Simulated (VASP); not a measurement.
# Pb (P6_3/mmc) in VASP: notebook

Pb is run at these levels: PBEsol; tasks: single point.

All numbers are computed with VASP 6.6.1; they aren't measurements. Logs are shortened: lines on timing, memory, paths and dates and some standing lists are left out, and cuts for length are marked.

## 1. The cell of the first run

The structure is hexagonal, space group P6_3/mmc (No. 194). The conventional cell has a = 3.472 Å, b = 3.472 Å, c = 5.725 Å, α = 90.00°, β = 90.00°, γ = 120.00°. Pb (site symmetry -6m2) has 12 Pb at 3.47 to 3.49 Å within 4.6 Å.

## 2. Single point, PBEsol

The input, INCAR:

```
ALGO     = Fast           # electronic algorithm
EDIFF    = 1E-7           # SCF threshold, eV
ENCUT    = 520            # plane-wave cutoff, eV
GGA      = PS             # functional
ISIF     = 2              # what is computed and relaxed
ISMEAR   = 0              # smearing method
LASPH    = T              # aspherical terms in the spheres
LCHARG   = F              # write CHGCAR
LREAL    = F              # projectors in reciprocal space
LWAVE    = F              # write WAVECAR
NBANDS   = 21             # bands
NELM     = 100            # most SCF steps
PREC     = Accurate       # precision mode
SIGMA    = 0.1            # smearing width, eV
```

The input, KPOINTS:

```
k-points
0
Gamma
  15 15 8
```

The input, POSCAR:

```
Pb
1.0
    3.4724061162     -0.0000002864      0.0000000000
   -1.7362028101      3.0071920521      0.0000000000
    0.0000000000      0.0000000000      5.7254678480
Pb
2
Direct
    0.0000000000      0.0000000000      0.0000000000
    0.3333333333      0.6666666667      0.5000000000
```

Potentials or basis: VASP PAW PBE potentials, release 64 (Pb_d).

Started as:

```console
cat potpaw_PBE.64/Pb_d/POTCAR > POTCAR
mpirun -np 1 vasp_std > vasp.out
```

OUTCAR:

```text
EDIFF = 1E-7
   ENCUT = 520
   GGA = PS
   ISIF = 2
   ISMEAR = 0
   LASPH = T
   LREAL = F
   NELM = 100
   PREC = Accurate

 ion  position               nearest neighbor table
   1  0.000  0.000  0.000-   2 3.49   2 3.49   2 3.49   2 3.49   2 3.49   2 3.49
   2  0.333  0.667  0.500-   1 3.49   1 3.49   1 3.49   1 3.49   1 3.49   1 3.49

  LATTYP: Found a hexagonal cell.
 ALAT       =     3.4724061162
 C/A-ratio  =     1.6488474148

  Lattice vectors:

 A1 = (   3.4724061162,  -0.0000002864,   0.0000000000)
 A2 = (  -1.7362028101,   3.0071920521,   0.0000000000)
 A3 = (   0.0000000000,   0.0000000000,   5.7254678480)

Analysis of symmetry for initial positions (statically):
=====================================================================
 Subroutine PRICEL returns:
 Original cell was already a primitive cell.

 Routine SETGRP: Setting up the symmetry group for a
 hexagonal supercell.

 Subroutine GETGRP returns: Found 24 space group operations
 (whereof 12 operations were pure point group operations)
 out of a pool of 24 trial point group operations.

The static configuration has the point symmetry D_3h.
 The point group associated with its full space group is D_6h.

Analysis of symmetry for dynamics (positions and initial velocities):
=====================================================================
 Subroutine PRICEL returns:
 Original cell was already a primitive cell.

 Routine SETGRP: Setting up the symmetry group for a
 hexagonal supercell.

 Subroutine GETGRP returns: Found 24 space group operations
 (whereof 12 operations were pure point group operations)
 out of a pool of 24 trial point group operations.

The dynamic configuration has the point symmetry D_3h.
 The point group associated with its full space group is D_6h.

 Subroutine INISYM returns: Found 24 space group operations
 (whereof 12 operations are pure point group operations),
 and found     1 'primitive' translations

----------------------------------------------------------------------------------------

                                     Primitive cell

  volume of cell :      59.7864

  direct lattice vectors                    reciprocal lattice vectors
     3.472406116 -0.000000286  0.000000000     0.287984762  0.166268048  0.000000000
    -1.736202810  3.007192052  0.000000000     0.000000027  0.332536143  0.000000000
     0.000000000  0.000000000  5.725467848     0.000000000  0.000000000  0.174658216

  length of vectors
     3.472406116  3.472406116  5.725467848     0.332536143  0.332536143  0.174658216

  position of ions in fractional coordinates (direct lattice)
     0.000000000  0.000000000  0.000000000
     0.333333333  0.666666667  0.500000000

  ion indices of the primitive-cell ions
   primitive index   ion index
                 1           1
                 2           2

----------------------------------------------------------------------------------------

 KPOINTS: k-points

Automatic generation of k-mesh.
 Grid dimensions read from file:
 generate k-points for:   15   15    8

 Generating k-lattice:

  Cartesian coordinates                     Fractional coordinates (reciprocal lattice)
     0.019198984  0.011084537  0.000000000     0.066666667  0.000000000  0.000000000
     0.000000002  0.022169076  0.000000000     0.000000000  0.066666667  0.000000000
     0.000000000  0.000000000  0.021832277     0.000000000  0.000000000  0.125000000

  Length of vectors
     0.022169076  0.022169076  0.021832277

  Shift w.r.t. Gamma in fractional coordinates (k-lattice)
     0.000000000  0.000000000  0.000000000

 Subroutine IBZKPT returns following result:
 ===========================================

 Found    135 irreducible k-points:

 Following reciprocal coordinates:
            Coordinates               Weight
  0.000000  0.000000  0.000000      1.000000
  0.066667  0.000000  0.000000      6.000000
  0.133333  0.000000  0.000000      6.000000
  0.200000  0.000000  0.000000      6.000000
  0.266667  0.000000  0.000000      6.000000
  0.333333  0.000000  0.000000      6.000000
[... 16 lines left out ...]
  0.333333  0.200000  0.000000     12.000000
  0.400000  0.200000  0.000000      6.000000
 [... further k-points ...]
   k-points           NKPTS =    135   k-points in BZ     NKDIM =    135   number of bands    NBANDS=     21
   number of dos      NEDOS =    301   number of ions     NIONS =      2
   total plane-waves  NPLWV =  37632
   dimension x,y,z NGX =    28 NGY =   28 NGZ =   48
   dimension x,y,z NGXF=    56 NGYF=   56 NGZF=   96
   ions per type =               2
   NGX,Y,Z   is equivalent  to a cutoff of  13.41, 13.41, 13.94 a.u.
   NGXF,Y,Z  is equivalent  to a cutoff of  26.81, 26.81, 27.87 a.u.
 SYSTEM =  unknown system
   PREC   = accura    normal or accurate (medium, high low for compatibility)
   ISTART =      0    job   : 0-new  1-cont  2-samecut
   ICHARG =      2    charge: 1-file 2-atom 10-const
   ISPIN  =      1    spin polarized calculation?
   LNONCOLLINEAR =      F non collinear calculations
   LSORBIT =      F    spin-orbit coupling
   LASPH  =      T    aspherical Exc in radial PAW
   ENCUT  =  520.0 eV  38.22 Ry    6.18 a.u.   6.46  6.46 10.65*2*pi/ulx,y,z
   NELM   =    100;   NELMIN=  2; NELMDL= -5     # of ELM steps
   EDIFF  = 0.1E-06   stopping-criterion for ELM
   LREAL  =      F    real-space projection
   EDIFFG = 0.1E-05   stopping-criterion for IOM
   NSW    =      0    number of steps for IOM
   IBRION =     -1    ionic relax: 0-MD 1-quasi-New 2-CG
   NFREE  =      0    steps in history (QN), initial steepest desc. (CG)
   ISIF   =      2    stress and relaxation
   ISYM   =      2    0-nonsym 1-usesym 2-fastsym
   POTIM  = 0.5000    time-step for ionic-motion
   TEBEG  =    0.0;   TEEND  =   0.0 temperature during run
   PSTRESS=    0.0 pullay stress
   NELECT =      28.0000    total number of electrons
   NUPDOWN=      -1.0000    fix difference up-down
   EMIN   =  10.00;   EMAX   =-10.00  energy-range for DOS
   EFERMI =   0.00;   METHOD = LEGACY
   ISMEAR =     0;   SIGMA  =   0.10  broadening in eV -4-tet -1-fermi 0-gaus
   EFERMI_NEDOS =   21; number of points for ismear=-14 and -15
   IALGO  =     68    algorithm
   IMIX   =      4    mixing-type and parameters
     AMIX     =   0.40;   BMIX     =  1.00
     AMIX_MAG =   1.60;   BMIX_MAG =  1.00
  volume/ion in A,a.u.               =      29.89       201.73
  Fermi-wavevector in a.u.,A,eV,Ry     =   1.271335  2.402475 21.990993  1.616292
  Thomas-Fermi vector in A             =   2.404274
   LORBIT       =      0    0 simple, 1 ext, 2 COOP (PROOUT), +10 PAW based schemes
   GGA     = PS    functional components
   LHFCALC =     F    Hartree Fock is set to
   AEXX    =    0.0000 exact exchange contribution
   IVDW    =     0    specifies the selected vdW correction
   LEPSILON=     F    determine dielectric tensor
   LRPA    =     F    only Hartree local field effects (RPA)
 non-spin polarized calculation
 RMM-DIIS sequential band-by-band and
 Gauss-broadening in eV      SIGMA  =   0.10
  energy-cutoff  :      520.00
  volume of cell :       59.79
 maximum number of plane-waves:      1635
 NGX is ok and might be reduce to    28
   NGX = 13   NGY = 13   NGZ = 21

 number of electron      28.0000003 magnetization

 Free energy of the ion-electron system (eV)
  ---------------------------------------------------
  ext. energy  EPLUGINS =         0.00000000
  ---------------------------------------------------
  free energy    TOTEN  =        -7.98572420 eV

  energy without entropy =       -7.98273058  energy(sigma->0) =       -7.98422739

 E-fermi :   7.2090     XC(G=0): -10.4114

 val. band max:        7.1576922493   @ k =   0.3333   0.0000   0.2500
 cond. band min:       7.2630266070   @ k =   0.2667   0.1333   0.1250
 fundamental gap:      0.1053343577
 Fermi energy:         7.2089986120

 k-point     1 :       0.0000    0.0000    0.0000
  band No.  band energies     occupation
      1      -9.7771      2.00000
      2      -9.7481      2.00000
      3      -9.7228      2.00000
      4      -9.7228      2.00000
      5      -9.7013      2.00000
      6      -9.7013      2.00000
[... 13 lines left out ...]
     20      16.4218      0.00000
     21      18.8375      0.00000

 k-point     2 :       0.0667    0.0000    0.0000
  band No.  band energies     occupation
      1      -9.7732      2.00000
      2      -9.7503      2.00000
      3      -9.7154      2.00000
      4      -9.7113      2.00000
      5      -9.6996      2.00000
      6      -9.6903      2.00000
[... 13 lines left out ...]
     20      16.8240      0.00000
     21      18.3502      0.00000

 k-point     3 :       0.1333    0.0000    0.0000
  band No.  band energies     occupation
      1      -9.7826      2.00000
      2      -9.7390      2.00000
      3      -9.7081      2.00000
      4      -9.6790      2.00000
      5      -9.6788      2.00000
      6      -9.6594      2.00000
[... 13 lines left out ...]
     20      17.4823      0.00000
     21      17.7273      0.00000

 k-point     4 :       0.2000    0.0000    0.0000
  band No.  band energies     occupation
      1      -9.8084      2.00000
      2      -9.7238      2.00000
      3      -9.7001      2.00000
      4      -9.6852      2.00000
      5      -9.6692      2.00000
      6      -9.6337      2.00000
[... 13 lines left out ...]
     20      16.8742      0.00000
     21      17.9620      0.00000

 k-point     5 :       0.2667    0.0000    0.0000
  band No.  band energies     occupation
      1      -9.8380      2.00000
      2      -9.7329      2.00000
      3      -9.7173      2.00000
      4      -9.6865      2.00000
      5      -9.6678      2.00000
      6      -9.5808      2.00000
[... 13 lines left out ...]
     20      16.4418      0.00000
     21      17.9804      0.00000
[... 382 lines left out ...]
     20      17.5961      0.00000
     21      18.2319      0.00000

 k-point    22 :       0.2667    0.2000    0.0000
  band No.  band energies     occupation
      1      -9.7875      2.00000
      2      -9.7780      2.00000
      3      -9.7226      2.00000
      4      -9.7023      2.00000
      5      -9.6237      2.00000
      6      -9.6040      2.00000
[... 13 lines left out ...]
     20      17.6078      0.00000
     21      19.4805      0.00000

 k-point    23 :       0.3333    0.2000    0.0000
  band No.  band energies     occupation
      1      -9.8071      2.00000
      2      -9.7892      2.00000
      3      -9.6981      2.00000
      4      -9.6931      2.00000
      5      -9.6220      2.00000
      6      -9.6108      2.00000
[... 13 lines left out ...]
     20      17.4505      0.00000
     21      20.3283      0.00000

 k-point    24 :       0.4000    0.2000    0.0000
  band No.  band energies     occupation
      1      -9.8141      2.00000
      2      -9.7932      2.00000
      3      -9.6952      2.00000
      4      -9.6832      2.00000
      5      -9.6298      2.00000
      6      -9.5994      2.00000
[... 13 lines left out ...]
     20      17.3935      0.00000
     21      20.9066      0.00000

 [... further k-points ...]

------------------------ aborting loop because EDIFF is reached ----------------------------------------

  FORCE on cell =-STRESS in cart. coord.  units (eV):
  Direction    XX          YY          ZZ          XY          YZ          ZX
  --------------------------------------------------------------------------------------
  -------------------------------------------------------------------------------------
  Total       -0.0266521     -0.0266521     -0.0172286      0.0000000      0.0000000      0.0000000
  in kB       -0.7142317     -0.7142317     -0.4616988      0.0000000      0.0000000      0.0000000
  external PRESSURE =      -0.6300541 kB  Pullay stress =       0.0000000 kB

 VOLUME and BASIS-vectors are now :
 -----------------------------------------------------------------------------
  energy-cutoff  :      520.00
  volume of cell :       59.79
      direct lattice vectors                 reciprocal lattice vectors
     3.472406116 -0.000000286  0.000000000     0.287984762  0.166268048  0.000000000
    -1.736202810  3.007192052  0.000000000     0.000000027  0.332536143  0.000000000
     0.000000000  0.000000000  5.725467848     0.000000000  0.000000000  0.174658216

 POSITION                                       TOTAL-FORCE (eV/Angst)
 -----------------------------------------------------------------------------------
      0.00000      0.00000      0.00000        -0.000000      0.000000      0.000000
      0.00000      2.00479      2.86273         0.000000     -0.000000      0.000000
 -----------------------------------------------------------------------------------
    total drift:                                0.000000     -0.000000     -0.000000

  FREE ENERGIE OF THE ION-ELECTRON SYSTEM (eV)
  ---------------------------------------------------
  free  energy   TOTEN  =        -7.9857241991 eV

  energy  without entropy=       -7.9827305800  energy(sigma->0) =       -7.98422739
```

Run time: 1.7 min. Hardware: 1 thread of Intel Xeon Platinum 8559C (Emerald Rapids), shared host; peak memory 0.27 GiB.

Results:

```yaml
Free_energy: -7.9857 eV
Pressure: -0.1 GPa
Band_gap_on_the_k_mesh: zero (band 14 reaches 13.07 eV, above the bottom of band 15 at 5.18 eV)
```

Levels at points of the mesh, in eV from the Fermi level:
| k point | band 11 | band 12 | band 13 | band 14 | band 15 | band 16 | band 17 | band 18 |
| --- | --- | --- | --- | --- | --- | --- | --- | --- |
| (0.00, 0.00, 0.00) | -11.82 | -8.19 | -4.26 | 5.80 | 5.80 | 7.52 | 7.58 | 7.58 |
| (0.00, 0.00, 0.50) | -10.62 | -10.62 | 0.70 | 0.70 | 6.64 | 6.64 | 6.64 | 6.64 |

Caveat: the PAW data sets were made with another functional, which shifts forces and pressure a little; spin-orbit coupling is left out, which moves the levels of the heavy elements.

(Part 1 of 2 ends here.)
